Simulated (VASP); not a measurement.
# CdBr3 (P4/mmm) in VASP: a series of runs

CdBr3 is run at these levels: PBE; tasks: single point, relaxation of cell and atoms.

Program: VASP 6.6.1. These are calculated values, not measurements. Logs are shortened: lines on timing, memory, paths and dates and some standing lists are left out, and cuts for length are marked.

## Step 1: The cell of the first run

Symmetry: P4/mmm, No. 123, tetragonal system. Conventional cell: a = 3.438 Å, b = 3.438 Å, c = 11.168 Å, α = 90.00°, β = 90.00°, γ = 90.00°. Cd (site symmetry 4/mmm) has 8 Br at 2.98 Å and 4 Cd at 3.44 Å within 3.9 Å. Br (site symmetry 4mm) has 4 Cd at 2.98 Å and 5 Br at 3.44 to 3.45 Å within 3.9 Å. Within 4.6 Å of Br (site symmetry 4/mmm) lie 12 Br at 3.44 to 4.56 Å.

The cell was generated, and may not be a known phase.

## Step 2: Single point, PBE

The input, INCAR:

```
ALGO     = Normal         # electronic algorithm
EDIFF    = 1E-6           # SCF threshold, eV
ENCUT    = 520            # plane-wave cutoff, eV
GGA      = PE             # functional
ISIF     = 2              # what is computed and relaxed
ISMEAR   = 0              # smearing method
LASPH    = True           # aspherical terms in the spheres
LCHARG   = False          # write CHGCAR
LREAL    = False          # projectors in reciprocal space
LWAVE    = False          # write WAVECAR
NBANDS   = 24             # bands
NELM     = 80             # most SCF steps
PREC     = Accurate       # precision mode
SIGMA    = 0.1            # smearing width, eV
```

The input, KPOINTS:

```
k-points
0
Gamma
  4 4 2
```

The input, POSCAR:

```
CdBr3
1.0
    3.4379982055      0.0000000000      0.0000000000
    0.0000000000      3.4379982055      0.0000000000
    0.0000000000      0.0000000000     11.1682098610
Cd Br
1 3
Direct
    0.0000000000      0.0000000000      0.0000000000
    0.5000000000      0.5000000000      0.8457673780
    0.0000000000      0.0000000000      0.5000000000
    0.5000000000      0.5000000000      0.1542326220
```

Potentials or basis: VASP PAW PBE potentials, release 64 (Cd, Br).

Launch:

```bash
cat potpaw_PBE.64/Cd/POTCAR potpaw_PBE.64/Br/POTCAR > POTCAR
mpirun -np 1 vasp_std > vasp.out
```

OUTCAR:

```text
EDIFF = 1E-6
   ENCUT = 520
   GGA = PE
   ISIF = 2
   ISMEAR = 0
   LASPH = True
   LREAL = False
   NELM = 80
   PREC = Accurate

 ion  position               nearest neighbor table
   1  0.000  0.000  0.000-   2 2.98   4 2.98   2 2.98   4 2.98   2 2.98   4 2.98   2 2.98   4 2.98

   2  0.500  0.500  0.846-   1 2.98   1 2.98   1 2.98   1 2.98
   3  0.000  0.000  0.500-
   4  0.500  0.500  0.154-   1 2.98   1 2.98   1 2.98   1 2.98

  LATTYP: Found a simple tetragonal cell.
 ALAT       =     3.4379982055
 C/A-ratio  =     3.2484629699

  Lattice vectors:

 A1 = (   3.4379982055,   0.0000000000,   0.0000000000)
 A2 = (   0.0000000000,   3.4379982055,   0.0000000000)
 A3 = (   0.0000000000,   0.0000000000,  11.1682098610)

Analysis of symmetry for initial positions (statically):
=====================================================================
 Subroutine PRICEL returns:
 Original cell was already a primitive cell.

 Routine SETGRP: Setting up the symmetry group for a
 simple tetragonal supercell.

 Subroutine GETGRP returns: Found 16 space group operations
 (whereof 16 operations were pure point group operations)
 out of a pool of 16 trial point group operations.

The static configuration has the point symmetry D_4h.

Analysis of symmetry for dynamics (positions and initial velocities):
=====================================================================
 Subroutine PRICEL returns:
 Original cell was already a primitive cell.

 Routine SETGRP: Setting up the symmetry group for a
 simple tetragonal supercell.

 Subroutine GETGRP returns: Found 16 space group operations
 (whereof 16 operations were pure point group operations)
 out of a pool of 16 trial point group operations.

The dynamic configuration has the point symmetry D_4h.

 Subroutine INISYM returns: Found 16 space group operations
 (whereof 16 operations are pure point group operations),
 and found     1 'primitive' translations

----------------------------------------------------------------------------------------

                                     Primitive cell

  volume of cell :     132.0064

[... 73 lines left out ...]
   ISPIN  =      1    spin polarized calculation?
   LNONCOLLINEAR =      F non collinear calculations
   LSORBIT =      F    spin-orbit coupling
   LASPH  =      T    aspherical Exc in radial PAW
   ENCUT  =  520.0 eV  38.22 Ry    6.18 a.u.   6.39  6.39 20.77*2*pi/ulx,y,z
   NELM   =     80;   NELMIN=  2; NELMDL= -5     # of ELM steps
   EDIFF  = 0.1E-05   stopping-criterion for ELM
   LREAL  =      F    real-space projection
   EDIFFG = 0.1E-04   stopping-criterion for IOM
   NSW    =      0    number of steps for IOM
   IBRION =     -1    ionic relax: 0-MD 1-quasi-New 2-CG
   NFREE  =      0    steps in history (QN), initial steepest desc. (CG)
   ISIF   =      2    stress and relaxation
   ISYM   =      2    0-nonsym 1-usesym 2-fastsym
   POTIM  = 0.5000    time-step for ionic-motion
   TEBEG  =    0.0;   TEEND  =   0.0 temperature during run
   PSTRESS=    0.0 pullay stress
   NELECT =      33.0000    total number of electrons
   NUPDOWN=      -1.0000    fix difference up-down
   EMIN   =  10.00;   EMAX   =-10.00  energy-range for DOS
   EFERMI =   0.00;   METHOD = LEGACY
   ISMEAR =     0;   SIGMA  =   0.10  broadening in eV -4-tet -1-fermi 0-gaus
   EFERMI_NEDOS =   21; number of points for ismear=-14 and -15
   IALGO  =     38    algorithm
   IMIX   =      4    mixing-type and parameters
     AMIX     =   0.40;   BMIX     =  1.00
     AMIX_MAG =   1.60;   BMIX_MAG =  1.00
  volume/ion in A,a.u.               =      33.00       222.71
  Fermi-wavevector in a.u.,A,eV,Ry     =   1.031291  1.948857 14.470625  1.063561
  Thomas-Fermi vector in A             =   2.165432
   LORBIT       =      0    0 simple, 1 ext, 2 COOP (PROOUT), +10 PAW based schemes
   GGA     = PE    functional components
   LHFCALC =     F    Hartree Fock is set to
   AEXX    =    0.0000 exact exchange contribution
   IVDW    =     0    specifies the selected vdW correction
   LEPSILON=     F    determine dielectric tensor
   LRPA    =     F    only Hartree local field effects (RPA)
 non-spin polarized calculation
 Gauss-broadening in eV      SIGMA  =   0.10
  energy-cutoff  :      520.00
  volume of cell :      132.01
 maximum number of plane-waves:      3584
 NGX is ok and might be reduce to    28
   NGX = 13   NGY = 13   NGZ = 41

 number of electron      33.0000002 magnetization

 Free energy of the ion-electron system (eV)
  ---------------------------------------------------
  ext. energy  EPLUGINS =         0.00000000
  ---------------------------------------------------
  free energy    TOTEN  =        -6.58007412 eV

  energy without entropy =       -6.56751136  energy(sigma->0) =       -6.57379274

 E-fermi :  -0.3941     XC(G=0):  -8.0426

 val. band max:       -0.4720241767   @ k =   0.5000   0.0000   0.0000
 cond. band min:      -0.3416620781   @ k =   0.0000   0.0000   0.0000
 fundamental gap:      0.1303620985
 Fermi energy:        -0.3941273281

 k-point     1 :       0.0000    0.0000    0.0000
  band No.  band energies     occupation
      1     -15.0244      2.00000
      2     -14.5857      2.00000
      3     -14.2083      2.00000
      4      -8.7869      2.00000
      5      -8.6205      2.00000
      6      -8.3833      2.00000
[... 313 lines left out ...]
     23       9.4549      0.00000
     24       9.4549      0.00000

------------------------ aborting loop because EDIFF is reached ----------------------------------------

  FORCE on cell =-STRESS in cart. coord.  units (eV):
  Direction    XX          YY          ZZ          XY          YZ          ZX
  --------------------------------------------------------------------------------------
  -------------------------------------------------------------------------------------
  Total        0.1311001      0.1311001      0.1527306      0.0000000     -0.0000000      0.0000000
  in kB        1.5911783      1.5911783      1.8537099      0.0000000     -0.0000000      0.0000000
  external PRESSURE =       1.6786888 kB  Pullay stress =       0.0000000 kB

 VOLUME and BASIS-vectors are now :
 -----------------------------------------------------------------------------
  energy-cutoff  :      520.00
  volume of cell :      132.01
      direct lattice vectors                 reciprocal lattice vectors
     3.437998206  0.000000000  0.000000000     0.290866935  0.000000000  0.000000000
     0.000000000  3.437998206  0.000000000     0.000000000  0.290866935  0.000000000
     0.000000000  0.000000000 11.168209861     0.000000000  0.000000000  0.089539865

 POSITION                                       TOTAL-FORCE (eV/Angst)
 -----------------------------------------------------------------------------------
      0.00000      0.00000      0.00000         0.000000      0.000000      0.000000
      1.71900      1.71900      9.44571         0.000000      0.000000     -0.037264
      0.00000      0.00000      5.58410         0.000000      0.000000      0.000000
      1.71900      1.71900      1.72250         0.000000      0.000000      0.037264
 -----------------------------------------------------------------------------------
    total drift:                               -0.000000      0.000000      0.000000

  FREE ENERGIE OF THE ION-ELECTRON SYSTEM (eV)
  ---------------------------------------------------
  free  energy   TOTEN  =        -6.5800741196 eV

  energy  without entropy=       -6.5675113614  energy(sigma->0) =       -6.57379274
```

stdout:

```text
POSCAR found type information on POSCAR CdBr
 POSCAR found :  2 types and       4 ions
 scaLAPACK will be used
 LDA part: xc-table for (Slater+PW92), standard interpolation
 POSCAR, INCAR and KPOINTS ok, starting setup
 FFT: planning ... GRIDC
 FFT: planning ... GRID_SOFT
 FFT: planning ... GRID
 WAVECAR not read
 entering main loop
```

Run time: 92 s. Hardware: 1 thread of Intel Xeon 8259CL, shared host; peak memory 0.25 GiB.

Results:

```yaml
Free_energy: -6.5801 eV
Pressure: 0.2 GPa
Largest_force: 0.037 eV/Å
Band_gap_on_the_k_mesh: zero (an odd number of electrons rules out a gap without spin polarisation)
```

Forces in eV/Å, atoms in the order of the input:
```
Cd   0.000  0.000  0.000
Br   0.000  0.000 -0.037
Br   0.000  0.000  0.000
Br   0.000  0.000  0.037
```

Caveat: the k points lie up to 0.46 Å⁻¹ apart, too coarse for converged energies and pressures of a metal; this functional lacks dispersion, which binds layers or chains, so the pressure and a relaxed spacing across them are unreliable; an odd number of electrons without spin polarisation forces a metal; a magnetic or distorted state may lie lower.

(Part 1 of 2 ends here.)

The gap in the log of VASP goes by the Fermi energy; the results here count the filled bands.